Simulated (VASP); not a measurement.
Set up this calculation in VASP 6.6.1, as the native input.

```
Task                   : relaxation of shape and atoms at fixed volume
Functional             : PBE
Potentials or basis    : VASP PAW PBE potentials, release 64 (Ge_d)
Cutoff                 : 600 eV
k mesh                 : 12 × 12 × 6
Occupations            : gaussian, width 0.1 eV
Spin                   : no spin polarisation
Dipole correction      : no
Further INCAR settings : ALGO = Normal; EDIFF = 1e-06; IBRION = 2; EDIFFG = -0.01; NSW = 50; ISIF = 4
```

The structure of Ge lies in POSCAR:

```
Ge
1.0
    3.9311406306      0.0000000000      0.0000000000
   -1.9655703153      3.4044676519      0.0000000000
    0.0000000000      0.0000000000      6.4901101554
Ge
4
Direct
    0.6666666667      0.3333333333      0.0629628726
    0.3333333333      0.6666666667      0.5629628726
    0.6666666667      0.3333333333      0.4370371274
    0.3333333333      0.6666666667      0.9370371274
```

This isn't the form of Ge at room conditions, which is diamond.

The input as run:

INCAR

```
PREC     = Accurate       # precision mode
ENCUT    = 600            # plane-wave cutoff, eV
EDIFF    = 1E-6           # SCF threshold, eV
ISMEAR   = 0              # smearing method
SIGMA    = 0.1            # smearing width, eV
LREAL    = False          # projectors in reciprocal space
LASPH    = True           # aspherical terms in the spheres
NELM     = 60             # most SCF steps
ALGO     = Normal         # electronic algorithm
ISIF     = 4              # what is computed and relaxed
LWAVE    = False          # write WAVECAR
LCHARG   = False          # write CHGCAR
GGA      = PE             # functional
IBRION   = 2              # ionic algorithm
NSW      = 50             # ionic steps
EDIFFG   = -0.01          # ionic threshold
```

KPOINTS

```
regular mesh
0
Gamma
  12 12 6
```

Potentials or basis: VASP PAW PBE potentials, release 64 (Ge_d).

Run with:

```sh
$ cat potpaw_PBE.64/Ge_d/POTCAR > POTCAR
$ mpirun -np 1 vasp_std > vasp.out
```

It gave:

- Energy gained by relaxing: 0.0 meV/atom
- Ionic steps: 2
- Pressure after relaxing: 7.0 GPa
- Largest force after relaxing: 0.005 eV/Å
- Band gap on the k mesh: zero (filled and empty bands touch)

Caveat: semilocal functionals underestimate gaps, so a narrow gap can read as zero.

Wall time 2.5 min on 1 thread of AMD EPYC 9R45 96-Core Processor (Zen 5), with other jobs on the host, peak memory 0.32 GiB.
